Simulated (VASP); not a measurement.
# C (Fd-3m) in VASP: a series of runs

C is run at these levels: PBE; tasks: single point.

All numbers are computed with VASP 6.6.1; they aren't measurements. Logs are shortened: lines on timing, memory, paths and dates and some standing lists are left out, and cuts for length are marked.

### Step 1. The cell of the first run

It takes space group Fd-3m (No. 227, cubic). Conventional cell: a = 3.545 Å, b = 3.545 Å, c = 3.545 Å, α = 90.00°, β = 90.00°, γ = 90.00°. Within 2.0 Å of C (site symmetry -43m) lie 4 C at 1.54 Å.

### Step 2. Single point, PBE

INCAR

```
SYSTEM = C
PREC = Accurate
ENCUT = 600
EDIFF = 1E-6
ISMEAR = 0
SIGMA = 0.01
LREAL = .False.
LASPH = .True.
NELM = 120
ALGO = Normal
ISIF = 2
LWAVE = .False.
LCHARG = .True.
GGA = PE
LELF = .True.
LVHAR = .True.
NBANDS = 11
GGA_COMPAT = .False.
```

KPOINTS

```
Automatic mesh
0
Gamma
  8 8 8
  0 0 0
```

POSCAR

```
C
1.0
    0.0000000000      1.7726681987      1.7726681987
    1.7726681987      0.0000000000      1.7726681987
    1.7726681987      1.7726681987      0.0000000000
C
2
Direct
    0.5000000000      0.5000000000      0.5000000000
    0.7500000000      0.7500000000      0.7500000000
```

Potentials or basis: VASP PAW PBE potentials, release 64 (C).

Started as:

```console
$ cat potpaw_PBE.64/C/POTCAR > POTCAR
$ mpirun -np 1 vasp_std > vasp.out
```

OUTCAR:

```text
SYSTEM = C
   PREC = Accurate
   ENCUT = 600
   EDIFF = 1E-6
   ISMEAR = 0
   LREAL = .False.
   LASPH = .True.
   NELM = 120
   ISIF = 2
   GGA = PE

 ion  position               nearest neighbor table
   1  0.500  0.500  0.500-   2 1.54   2 1.54   2 1.54   2 1.54
   2  0.750  0.750  0.750-   1 1.54   1 1.54   1 1.54   1 1.54

  LATTYP: Found a face centered cubic cell.
 ALAT       =     3.5453363974

  Lattice vectors:

 A1 = (   0.0000000000,   1.7726681987,   1.7726681987)
 A2 = (   1.7726681987,   0.0000000000,   1.7726681987)
 A3 = (   1.7726681987,   1.7726681987,   0.0000000000)

Analysis of symmetry for initial positions (statically):
=====================================================================
 Subroutine PRICEL returns:
 Original cell was already a primitive cell.

 Routine SETGRP: Setting up the symmetry group for a
 face centered cubic supercell.

 Subroutine GETGRP returns: Found 48 space group operations
 (whereof 24 operations were pure point group operations)
 out of a pool of 48 trial point group operations.

The static configuration has the point symmetry T_d .
 The point group associated with its full space group is O_h .

Analysis of symmetry for dynamics (positions and initial velocities):
=====================================================================
 Subroutine PRICEL returns:
 Original cell was already a primitive cell.

 Routine SETGRP: Setting up the symmetry group for a
 face centered cubic supercell.

 Subroutine GETGRP returns: Found 48 space group operations
 (whereof 24 operations were pure point group operations)
 out of a pool of 48 trial point group operations.

The dynamic configuration has the point symmetry T_d .
 The point group associated with its full space group is O_h .

 Subroutine INISYM returns: Found 48 space group operations
 (whereof 24 operations are pure point group operations),
 and found     1 'primitive' translations

----------------------------------------------------------------------------------------

                                     Primitive cell

  volume of cell :      11.1407

  direct lattice vectors                    reciprocal lattice vectors
[... 85 lines left out ...]
   ENCUT  =  600.0 eV  44.10 Ry    6.64 a.u.   5.01  5.01  5.01*2*pi/ulx,y,z
   NELM   =    120;   NELMIN=  2; NELMDL= -5     # of ELM steps
   EDIFF  = 0.1E-05   stopping-criterion for ELM
   LREAL  =      F    real-space projection
   EDIFFG = 0.1E-04   stopping-criterion for IOM
   NSW    =      0    number of steps for IOM
   IBRION =     -1    ionic relax: 0-MD 1-quasi-New 2-CG
   NFREE  =      0    steps in history (QN), initial steepest desc. (CG)
   ISIF   =      2    stress and relaxation
   ISYM   =      2    0-nonsym 1-usesym 2-fastsym
   POTIM  = 0.5000    time-step for ionic-motion
   TEBEG  =    0.0;   TEEND  =   0.0 temperature during run
   PSTRESS=    0.0 pullay stress
   NELECT =       8.0000    total number of electrons
   NUPDOWN=      -1.0000    fix difference up-down
   EMIN   =  10.00;   EMAX   =-10.00  energy-range for DOS
   EFERMI =   0.00;   METHOD = LEGACY
   ISMEAR =     0;   SIGMA  =   0.01  broadening in eV -4-tet -1-fermi 0-gaus
   EFERMI_NEDOS =   21; number of points for ismear=-14 and -15
   IALGO  =     38    algorithm
   IMIX   =      4    mixing-type and parameters
     AMIX     =   0.40;   BMIX     =  1.00
     AMIX_MAG =   1.60;   BMIX_MAG =  1.00
  volume/ion in A,a.u.               =       5.57        37.59
  Fermi-wavevector in a.u.,A,eV,Ry     =   1.466000  2.770339 29.241052  2.149157
  Thomas-Fermi vector in A             =   2.581790
   LORBIT       =      0    0 simple, 1 ext, 2 COOP (PROOUT), +10 PAW based schemes
   GGA     = PE    functional components
   LHFCALC =     F    Hartree Fock is set to
   AEXX    =    0.0000 exact exchange contribution
   IVDW    =     0    specifies the selected vdW correction
   LEPSILON=     F    determine dielectric tensor
   LRPA    =     F    only Hartree local field effects (RPA)
 non-spin polarized calculation
 Gauss-broadening in eV      SIGMA  =   0.01
  energy-cutoff  :      600.00
  volume of cell :       11.14
 maximum number of plane-waves:       388
   NGX =  9   NGY =  9   NGZ =  9

 number of electron       7.9999999 magnetization

 Free energy of the ion-electron system (eV)
  ---------------------------------------------------
  ext. energy  EPLUGINS =         0.00000000
  ---------------------------------------------------
  free energy    TOTEN  =       -18.18085759 eV

  energy without entropy =      -18.18085759  energy(sigma->0) =      -18.18085759

 E-fermi :  10.0684     XC(G=0): -13.3414

 val. band max:        9.9919033309   @ k =   0.0000   0.0000   0.0000
 cond. band min:      14.1641416288   @ k =   0.3750   0.3750   0.0000
 fundamental gap:      4.1722382979
 Fermi energy:        10.0683641704

 k-point     1 :       0.0000    0.0000    0.0000
  band No.  band energies     occupation
      1     -11.7290      2.00000
      2       9.9919      2.00000
      3       9.9919      2.00000
      4       9.9919      2.00000
      5      15.6318      0.00000
      6      15.6318      0.00000
      7      15.6318      0.00000
      8      23.7395      0.00000
      9      29.5195      0.00000
     10      36.7270      0.00000
     11      36.7270      0.00000
[... 309 lines left out ...]
 k-point    24 :      -0.3750    0.2500    0.1250
  band No.  band energies     occupation
      1      -4.8284      2.00000
      2      -2.5503      2.00000
      3       3.5962      2.00000
      4       5.2182      2.00000
      5      18.3500      0.00000
      6      19.5961      0.00000
      7      23.2893      0.00000
      8      25.0782      0.00000
      9      28.4773      0.00000
     10      34.2368      0.00000
     11      36.5832      0.00000

 [... further k-points ...]
[... 5 lines left out ...]
  --------------------------------------------------------------------------------------
  -------------------------------------------------------------------------------------
  Total        0.6980074      0.6980074      0.6980074      0.0000000      0.0000000      0.0000000
  in kB      100.3825613    100.3825613    100.3825613      0.0000000      0.0000000      0.0000000
  external PRESSURE =     100.3825613 kB  Pullay stress =       0.0000000 kB

 VOLUME and BASIS-vectors are now :
 -----------------------------------------------------------------------------
  energy-cutoff  :      600.00
  volume of cell :       11.14
      direct lattice vectors                 reciprocal lattice vectors
     0.000000000  1.772668199  1.772668199    -0.282060681  0.282060681  0.282060681
     1.772668199  0.000000000  1.772668199     0.282060681 -0.282060681  0.282060681
     1.772668199  1.772668199  0.000000000     0.282060681  0.282060681 -0.282060681

 POSITION                                       TOTAL-FORCE (eV/Angst)
 -----------------------------------------------------------------------------------
      1.77267      1.77267      1.77267         0.000000      0.000000      0.000000
      2.65900      2.65900      2.65900        -0.000000     -0.000000     -0.000000
 -----------------------------------------------------------------------------------
    total drift:                               -0.000000     -0.000000      0.000000

  FREE ENERGIE OF THE ION-ELECTRON SYSTEM (eV)
  ---------------------------------------------------
  free  energy   TOTEN  =       -18.1808575946 eV

  energy  without entropy=      -18.1808575946  energy(sigma->0) =      -18.18085759
```

OSZICAR:

```text
N       E                     dE             d eps       ncg     rms          rms(c)
DAV:   1     0.306144234971E+01    0.30614E+01   -0.51748E+03   646   0.786E+02
DAV:   2    -0.184216351105E+02   -0.21483E+02   -0.20784E+02   836   0.137E+02
DAV:   3    -0.188535880702E+02   -0.43195E+00   -0.43068E+00   760   0.147E+01
DAV:   4    -0.188542737816E+02   -0.68571E-03   -0.68570E-03   696   0.714E-01
DAV:   5    -0.188542745521E+02   -0.77051E-06   -0.77051E-06   743   0.231E-02    0.566E+00
DAV:   6    -0.183489715696E+02    0.50530E+00   -0.26408E-01   650   0.363E+00    0.338E+00
DAV:   7    -0.181789479326E+02    0.17002E+00   -0.32162E-01   677   0.406E+00    0.778E-01
DAV:   8    -0.181807988085E+02   -0.18509E-02   -0.88943E-03   653   0.711E-01    0.441E-02
DAV:   9    -0.181808370309E+02   -0.38222E-04   -0.61985E-05   751   0.636E-02    0.246E-02
DAV:  10    -0.181808575162E+02   -0.20485E-04   -0.15260E-05   671   0.346E-02    0.530E-03
DAV:  11    -0.181808575946E+02   -0.78431E-07   -0.24845E-07   566   0.460E-03
   1 F= -.18180858E+02 E0= -.18180858E+02  d E =-.134564E-29
```

stdout:

```text
POSCAR found type information on POSCAR C
 POSCAR found :  1 types and       2 ions
 scaLAPACK will be used
 LDA part: xc-table for (Slater+PW92), standard interpolation
 POSCAR, INCAR and KPOINTS ok, starting setup
 FFT: planning ... GRIDC
 FFT: planning ... GRID_SOFT
 FFT: planning ... GRID
 WAVECAR not read
 entering main loop
```

Wall time 11 s (1 thread of Intel Xeon 8259CL, shared host); peak memory 0.09 GiB.

What came out:

| Quantity | Value |
| --- | --- |
| Free energy | -18.1809 eV |
| Pressure | 10.0 GPa |
| Band gap on the k mesh | 4.17 eV (least direct gap 5.64 eV) |

Caveat: the cell stands under pressure. A k mesh can miss the band edges.

(Continued in part 2 of 2.)
